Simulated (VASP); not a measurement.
# CaF (P4/nmm) in VASP: further runs

Runs on CaF. Level: PBE. Tasks: single point, relaxation of shape and atoms at fixed volume.

Program: VASP 6.6.1. These are calculated values, not measurements. Logs are shortened: lines on timing, memory, paths and dates and some standing lists are left out, and cuts for length are marked.

## (1) The cell of the first run

The structure is tetragonal, space group P4/nmm (No. 129). The conventional cell has a = 4.015 Å, b = 4.015 Å, c = 5.819 Å, α = 90.00°, β = 90.00°, γ = 90.00°. Within 3.2 Å of Ca (site symmetry 4mm) lie 4 F at 2.39 Å. F (site symmetry -4m2) has 4 Ca at 2.39 Å and 4 F at 2.84 Å within 3.2 Å.

## (2) Single point, PBE (23.45 Å³/atom)

Contents of INCAR:

```
SYSTEM = CaF
PREC     = Accurate       ! precision mode
ENCUT    = 600            ! plane-wave cutoff, eV
EDIFF    = 1E-6           ! SCF threshold, eV
ISMEAR   = 0              ! smearing method
SIGMA    = 0.1            ! smearing width, eV
LREAL    = .False.        ! projectors in reciprocal space
LASPH    = .True.         ! aspherical terms in the spheres
NELM     = 120            ! most SCF steps
ALGO     = Normal         ! electronic algorithm
ISIF     = 2              ! what is computed and relaxed
LWAVE    = .False.        ! write WAVECAR
LCHARG   = .True.         ! write CHGCAR
GGA      = PE             ! functional
LELF     = .True.         ! ELF
LVHAR    = .True.       
NBANDS   = 25             ! bands
GGA_COMPAT= .False.
```

Contents of KPOINTS:

```
Automatic mesh
0
Gamma
  12 12 8
  0 0 0
```

Contents of POSCAR:

```
CaF
1.0
    4.0147579346      0.0000000000      0.0000000000
    0.0000000000      4.0147579346      0.0000000000
    0.0000000000      0.0000000000      5.8190541113
Ca F
2 2
Direct
    0.5000000000      0.0000000000      0.7785036736
    0.0000000000      0.5000000000      0.2214963264
    0.0000000000      0.0000000000      0.0000000000
    0.5000000000      0.5000000000      0.0000000000
```

Potentials or basis: VASP PAW PBE potentials, release 64 (Ca_sv, F).

Run with:

```console
> cat potpaw_PBE.64/Ca_sv/POTCAR potpaw_PBE.64/F/POTCAR > POTCAR
> mpirun -np 1 vasp_std > vasp.out
```

OUTCAR:

```text
SYSTEM = CaF
   PREC = Accurate
   ENCUT = 600
   EDIFF = 1E-6
   ISMEAR = 0
   LREAL = .False.
   LASPH = .True.
   NELM = 120
   ISIF = 2
   GGA = PE

 ion  position               nearest neighbor table
   1  0.500  0.000  0.779-   3 2.39   4 2.39   4 2.39   3 2.39
   2  0.000  0.500  0.221-   3 2.39   4 2.39   3 2.39   4 2.39
   3  0.000  0.000  0.000-   1 2.39   2 2.39   2 2.39   1 2.39
   4  0.500  0.500  0.000-   1 2.39   2 2.39   1 2.39   2 2.39

  LATTYP: Found a simple tetragonal cell.
 ALAT       =     4.0147579346
 C/A-ratio  =     1.4494159314

  Lattice vectors:

 A1 = (   4.0147579346,   0.0000000000,   0.0000000000)
 A2 = (   0.0000000000,   4.0147579346,   0.0000000000)
 A3 = (   0.0000000000,   0.0000000000,   5.8190541113)

Analysis of symmetry for initial positions (statically):
=====================================================================
 Subroutine PRICEL returns:
 Original cell was already a primitive cell.

 Routine SETGRP: Setting up the symmetry group for a
 simple tetragonal supercell.

 Subroutine GETGRP returns: Found 16 space group operations
 (whereof  8 operations were pure point group operations)
 out of a pool of 16 trial point group operations.

The static configuration has the point symmetry D_2d.
 The point group associated with its full space group is D_4h.

Analysis of symmetry for dynamics (positions and initial velocities):
=====================================================================
 Subroutine PRICEL returns:
 Original cell was already a primitive cell.

 Routine SETGRP: Setting up the symmetry group for a
 simple tetragonal supercell.

 Subroutine GETGRP returns: Found 16 space group operations
 (whereof  8 operations were pure point group operations)
 out of a pool of 16 trial point group operations.

The dynamic configuration has the point symmetry D_2d.
 The point group associated with its full space group is D_4h.

 Subroutine INISYM returns: Found 16 space group operations
 (whereof  8 operations are pure point group operations),
 and found     1 'primitive' translations

----------------------------------------------------------------------------------------

                                     Primitive cell

  volume of cell :      93.7932

  direct lattice vectors                    reciprocal lattice vectors
     4.014757935  0.000000000  0.000000000     0.249081020  0.000000000  0.000000000
     0.000000000  4.014757935  0.000000000     0.000000000  0.249081020  0.000000000
     0.000000000  0.000000000  5.819054111     0.000000000  0.000000000  0.171849235

  length of vectors
     4.014757935  4.014757935  5.819054111     0.249081020  0.249081020  0.171849235

  position of ions in fractional coordinates (direct lattice)
     0.500000000  0.000000000  0.778503674
     0.000000000  0.500000000  0.221496326
     0.000000000  0.000000000  0.000000000
     0.500000000  0.500000000  0.000000000

  ion indices of the primitive-cell ions
   primitive index   ion index
                 1           1
                 2           2
                 3           3
                 4           4

----------------------------------------------------------------------------------------

 KPOINTS: Automatic mesh

Automatic generation of k-mesh.
 Grid dimensions read from file:
 generate k-points for:   12   12    8

 Generating k-lattice:

  Cartesian coordinates                     Fractional coordinates (reciprocal lattice)
     0.020756752  0.000000000  0.000000000     0.083333333  0.000000000  0.000000000
     0.000000000  0.020756752  0.000000000     0.000000000  0.083333333  0.000000000
     0.000000000  0.000000000  0.021481154     0.000000000  0.000000000  0.125000000

  Length of vectors
     0.020756752  0.020756752  0.021481154

  Shift w.r.t. Gamma in fractional coordinates (k-lattice)
     0.000000000  0.000000000  0.000000000

 Subroutine IBZKPT returns following result:
 ===========================================

 Found    140 irreducible k-points:

 Following reciprocal coordinates:
            Coordinates               Weight
  0.000000  0.000000  0.000000      1.000000
  0.083333  0.000000  0.000000      4.000000
  0.166667  0.000000  0.000000      4.000000
  0.250000  0.000000  0.000000      4.000000
  0.333333  0.000000  0.000000      4.000000
  0.416667  0.000000  0.000000      4.000000
[... 16 lines left out ...]
  0.333333  0.333333  0.000000      4.000000
  0.416667  0.333333  0.000000      8.000000
 [... further k-points ...]
   k-points           NKPTS =    140   k-points in BZ     NKDIM =    140   number of bands    NBANDS=     25
   number of dos      NEDOS =    301   number of ions     NIONS =      4
   total plane-waves  NPLWV =  49152
   dimension x,y,z NGX =    32 NGY =   32 NGZ =   48
   dimension x,y,z NGXF=    64 NGYF=   64 NGZF=   96
   ions per type =               2   2
   NGX,Y,Z   is equivalent  to a cutoff of  13.25, 13.25, 13.71 a.u.
   NGXF,Y,Z  is equivalent  to a cutoff of  26.50, 26.50, 27.43 a.u.
 SYSTEM =  CaF
   PREC   = accura    normal or accurate (medium, high low for compatibility)
   ISTART =      0    job   : 0-new  1-cont  2-samecut
   ICHARG =      2    charge: 1-file 2-atom 10-const
   ISPIN  =      1    spin polarized calculation?
   LNONCOLLINEAR =      F non collinear calculations
   LSORBIT =      F    spin-orbit coupling
   LASPH  =      T    aspherical Exc in radial PAW
   ENCUT  =  600.0 eV  44.10 Ry    6.64 a.u.   8.02  8.02 11.62*2*pi/ulx,y,z
   NELM   =    120;   NELMIN=  2; NELMDL= -5     # of ELM steps
   EDIFF  = 0.1E-05   stopping-criterion for ELM
   LREAL  =      F    real-space projection
   EDIFFG = 0.1E-04   stopping-criterion for IOM
   NSW    =      0    number of steps for IOM
   IBRION =     -1    ionic relax: 0-MD 1-quasi-New 2-CG
   NFREE  =      0    steps in history (QN), initial steepest desc. (CG)
   ISIF   =      2    stress and relaxation
   ISYM   =      2    0-nonsym 1-usesym 2-fastsym
   POTIM  = 0.5000    time-step for ionic-motion
   TEBEG  =    0.0;   TEEND  =   0.0 temperature during run
   PSTRESS=    0.0 pullay stress
   NELECT =      34.0000    total number of electrons
   NUPDOWN=      -1.0000    fix difference up-down
   EMIN   =  10.00;   EMAX   =-10.00  energy-range for DOS
   EFERMI =   0.00;   METHOD = LEGACY
   ISMEAR =     0;   SIGMA  =   0.10  broadening in eV -4-tet -1-fermi 0-gaus
   EFERMI_NEDOS =   21; number of points for ismear=-14 and -15
   IALGO  =     38    algorithm
   IMIX   =      4    mixing-type and parameters
     AMIX     =   0.40;   BMIX     =  1.00
     AMIX_MAG =   1.60;   BMIX_MAG =  1.00
  volume/ion in A,a.u.               =      23.45       158.24
  Fermi-wavevector in a.u.,A,eV,Ry     =   1.167286  2.205851 18.538721  1.362558
  Thomas-Fermi vector in A             =   2.303789
   LORBIT       =      0    0 simple, 1 ext, 2 COOP (PROOUT), +10 PAW based schemes
   GGA     = PE    functional components
   LHFCALC =     F    Hartree Fock is set to
   AEXX    =    0.0000 exact exchange contribution
   IVDW    =     0    specifies the selected vdW correction
   LEPSILON=     F    determine dielectric tensor
   LRPA    =     F    only Hartree local field effects (RPA)
 non-spin polarized calculation
 Gauss-broadening in eV      SIGMA  =   0.10
  energy-cutoff  :      600.00
  volume of cell :       93.79
 maximum number of plane-waves:      3168
   NGX = 17   NGY = 17   NGZ = 23

 number of electron      34.0000004 magnetization

 Free energy of the ion-electron system (eV)
  ---------------------------------------------------
  ext. energy  EPLUGINS =         0.00000000
  ---------------------------------------------------
  free energy    TOTEN  =       -19.05382600 eV

  energy without entropy =      -19.04878335  energy(sigma->0) =      -19.05130467

 E-fermi :   2.9809     XC(G=0):  -8.2084

 val. band max:        2.9503995012   @ k =   0.5000   0.2500   0.2500
 cond. band min:       2.9848201366   @ k =   0.4167   0.0000   0.1250
 fundamental gap:      0.0344206354
 Fermi energy:         2.9809063440

 k-point     1 :       0.0000    0.0000    0.0000
  band No.  band energies     occupation
      1     -39.4842      2.00000
      2     -39.4605      2.00000
      3     -23.3031      2.00000
      4     -22.6908      2.00000
      5     -20.4979      2.00000
      6     -20.4979      2.00000
[... 17 lines left out ...]
     24       6.5180      0.00000
     25       6.5282      0.00000

 k-point     2 :       0.0833    0.0000    0.0000
  band No.  band energies     occupation
      1     -39.4834      2.00000
      2     -39.4605      2.00000
      3     -23.2999      2.00000
      4     -22.7122      2.00000
      5     -20.4964      2.00000
      6     -20.4821      2.00000
[... 17 lines left out ...]
     24       6.4975      0.00000
     25       6.5271      0.00000

 k-point     3 :       0.1667    0.0000    0.0000
  band No.  band energies     occupation
      1     -39.4813      2.00000
      2     -39.4607      2.00000
      3     -23.2895      2.00000
      4     -22.7715      2.00000
      5     -20.4922      2.00000
      6     -20.4487      2.00000
[... 17 lines left out ...]
     24       6.2598      0.00000
     25       6.5459      0.00000

 k-point     4 :       0.2500    0.0000    0.0000
  band No.  band energies     occupation
      1     -39.4781      2.00000
      2     -39.4613      2.00000
      3     -23.2697      2.00000
      4     -22.8559      2.00000
      5     -20.4857      2.00000
      6     -20.4572      2.00000
[... 17 lines left out ...]
     24       6.1980      0.00000
     25       6.5688      0.00000
[... 477 lines left out ...]
 k-point    22 :       0.5000    0.2500    0.0000
  band No.  band energies     occupation
      1     -39.4643      2.00000
      2     -39.4643      2.00000
      3     -23.1690      2.00000
      4     -23.1690      2.00000
      5     -20.4825      2.00000
      6     -20.4825      2.00000
[... 17 lines left out ...]
     24       6.2607      0.00000
     25       6.7002      0.00000

 k-point    23 :       0.3333    0.3333    0.0000
  band No.  band energies     occupation
      1     -39.4673      2.00000
      2     -39.4614      2.00000
      3     -23.2356      2.00000
      4     -23.0990      2.00000
      5     -20.4978      2.00000
      6     -20.4728      2.00000
[... 17 lines left out ...]
     24       6.4210      0.00000
     25       6.4254      0.00000

 k-point    24 :       0.4167    0.3333    0.0000
  band No.  band energies     occupation
      1     -39.4649      2.00000
      2     -39.4618      2.00000
      3     -23.2198      2.00000
      4     -23.1498      2.00000
      5     -20.4931      2.00000
      6     -20.4791      2.00000
[... 17 lines left out ...]
     24       6.4583      0.00000
     25       6.5978      0.00000

 [... further k-points ...]

------------------------ aborting loop because EDIFF is reached ----------------------------------------

  FORCE on cell =-STRESS in cart. coord.  units (eV):
  Direction    XX          YY          ZZ          XY          YZ          ZX
  --------------------------------------------------------------------------------------
  -------------------------------------------------------------------------------------
  Total       -1.0556253     -1.0556253     -1.0730461      0.0000000      0.0000000      0.0000000
  in kB      -18.0322224    -18.0322224    -18.3298045      0.0000000      0.0000000      0.0000000
  external PRESSURE =     -18.1314164 kB  Pullay stress =       0.0000000 kB

 VOLUME and BASIS-vectors are now :
 -----------------------------------------------------------------------------
  energy-cutoff  :      600.00
  volume of cell :       93.79
      direct lattice vectors                 reciprocal lattice vectors
     4.014757935  0.000000000  0.000000000     0.249081020  0.000000000  0.000000000
     0.000000000  4.014757935  0.000000000     0.000000000  0.249081020  0.000000000
     0.000000000  0.000000000  5.819054111     0.000000000  0.000000000  0.171849235

 POSITION                                       TOTAL-FORCE (eV/Angst)
 -----------------------------------------------------------------------------------
      2.00738      0.00000      4.53016         0.000000      0.000000     -0.041589
      0.00000      2.00738      1.28890        -0.000000     -0.000000      0.041589
      0.00000      0.00000      0.00000         0.000000     -0.000000      0.000000
      2.00738      2.00738      0.00000         0.000000      0.000000      0.000000
 -----------------------------------------------------------------------------------
    total drift:                                0.000000     -0.000000     -0.000000

  FREE ENERGIE OF THE ION-ELECTRON SYSTEM (eV)
  ---------------------------------------------------
  free  energy   TOTEN  =       -19.0538260021 eV

  energy  without entropy=      -19.0487833474  energy(sigma->0) =      -19.05130467
```

Run time: 4.9 min. Hardware: 1 thread of Intel Xeon 8259CL, shared host; peak memory 0.46 GiB.

Results:

* Free energy: -19.0538 eV
* Pressure: -1.8 GPa
* Largest force: 0.042 eV/Å
* Band gap on the k mesh: zero (bands 17 and 18 overlap by 1.30 eV)

Forces in eV/Å, atoms in the order of the input:
```
Ca   0.000  0.000 -0.042
Ca   0.000  0.000  0.042
F    0.000  0.000  0.000
F    0.000  0.000  0.000
```

## (3) Single point, PBE (24.33 Å³/atom)

This run uses another cell than the first one, of 24.33 Å³/atom.

Contents of INCAR:

```
SYSTEM = CaF
ALGO     = Normal         ! electronic algorithm
EDIFF    = 1E-6           ! SCF threshold, eV
ENCUT    = 600            ! plane-wave cutoff, eV
GGA      = PE             ! functional
GGA_COMPAT= .FALSE.      
ISIF     = 2              ! what is computed and relaxed
ISMEAR   = 0              ! smearing method
LASPH    = .TRUE.         ! aspherical terms in the spheres
LCHARG   = .FALSE.        ! write CHGCAR
LREAL    = .FALSE.        ! projectors in reciprocal space
LWAVE    = .FALSE.        ! write WAVECAR
NBANDS   = 25             ! bands
NELM     = 120            ! most SCF steps
PREC     = Accurate       ! precision mode
SIGMA    = 0.1            ! smearing width, eV
```

Contents of KPOINTS:

```
k-points
0
G
  12 12 8
  0 0 0
```

Contents of POSCAR:

```
CaF
1.0
    4.0628224733      0.0000000000      0.0000000000
    0.0000000000      4.0628224733      0.0000000000
    0.0000000000      0.0000000000      5.8966079504
Ca F
2 2
Direct
    0.5000000000      0.0000000000      0.7820182424
    0.0000000000      0.5000000000      0.2179817576
    0.0000000000      0.0000000000      0.0000000000
    0.5000000000      0.5000000000      0.0000000000
```

Potentials or basis: VASP PAW PBE potentials, release 64 (Ca_sv, F).

Run with:

```console
> cat potpaw_PBE.64/Ca_sv/POTCAR potpaw_PBE.64/F/POTCAR > POTCAR
> mpirun -np 1 vasp_std > vasp.out
```

Wall time 7.2 min (1 thread of Intel Xeon 8259CL, shared host); peak memory 0.47 GiB.

Results (log left out):

| Quantity | Value |
| --- | --- |
| Free energy | -19.0045 eV |
| Pressure | -2.8 GPa |
| Largest force | 0.038 eV/Å |
| Band gap on the k mesh | zero (bands 17 and 18 overlap by 1.29 eV) |

Forces in eV/Å, atoms in the order of the input:
```
Ca   0.000  0.000 -0.038
Ca   0.000  0.000  0.038
F    0.000  0.000  0.000
F    0.000  0.000  0.000
```

Levels at points of the mesh, in eV from the Fermi level:
```csv
k point,band 15,band 16,band 17,band 18,band 19,band 20
"(0.00, 0.00, 0.00)",-6.80,-6.80,-2.52,1.11,1.87,2.65
"(0.50, 0.00, 0.00)",-7.39,-7.39,-0.52,-0.52,2.35,2.35
"(0.50, 0.50, 0.00)",-6.75,-6.75,0.65,0.65,0.73,0.73
"(0.00, 0.00, 0.50)",-6.80,-6.80,-1.72,0.24,2.18,2.45
"(0.50, 0.00, 0.50)",-7.40,-7.40,-0.22,-0.22,2.32,2.32
"(0.50, 0.50, 0.50)",-6.75,-6.75,0.77,0.77,0.86,0.86
```

[end of part 1 of 2]
